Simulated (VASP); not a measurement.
GaN, 4 atoms in the cell. The structure is hexagonal, space group P6_3mc (No. 186). The conventional cell has a = 3.225 Å, b = 3.225 Å, c = 5.252 Å, α = 90.00°, β = 90.00°, γ = 120.00°. Ga (site symmetry 3m) has 4 N at 1.97 to 1.98 Å within 2.6 Å. Within 2.6 Å of N (site symmetry 3m) lie 4 Ga at 1.97 to 1.98 Å. 

* Program: VASP 6.6.1
* Task: single point
* Functional: r2SCAN
* Potentials or basis: VASP PAW PBE potentials, release 64 (Ga_d, N)
* Cutoff: 520 eV
* k mesh: 12 × 12 × 6
* Occupations: fermi-dirac, width 0.02 eV
* Spin: no spin polarisation
* Dipole correction: no
* Further INCAR settings: ALGO = Normal; EDIFF = 1e-06; NBANDS = 26

Potentials or basis: VASP PAW PBE potentials, release 64 (Ga_d, N).

Run with:

```sh
$ cat potpaw_PBE.64/Ga_d/POTCAR potpaw_PBE.64/N/POTCAR > POTCAR
$ cp INCAR.step1 INCAR
$ mpirun -np 1 vasp_std > vasp.out
$ cp INCAR.step2 INCAR
$ mpirun -np 1 vasp_std > vasp.out
```

Hardware: 1 thread of Intel(R) Xeon(R) Platinum 8375C CPU @ 2.90GHz (Ice Lake), on a shared host.

Q: How long does it take, and how much memory?

A: Wall time 3.6 min on 1 thread of Intel(R) Xeon(R) Platinum 8375C CPU @ 2.90GHz (Ice Lake), with other jobs on the host, peak memory 0.22 GiB. Counts: k points 76.
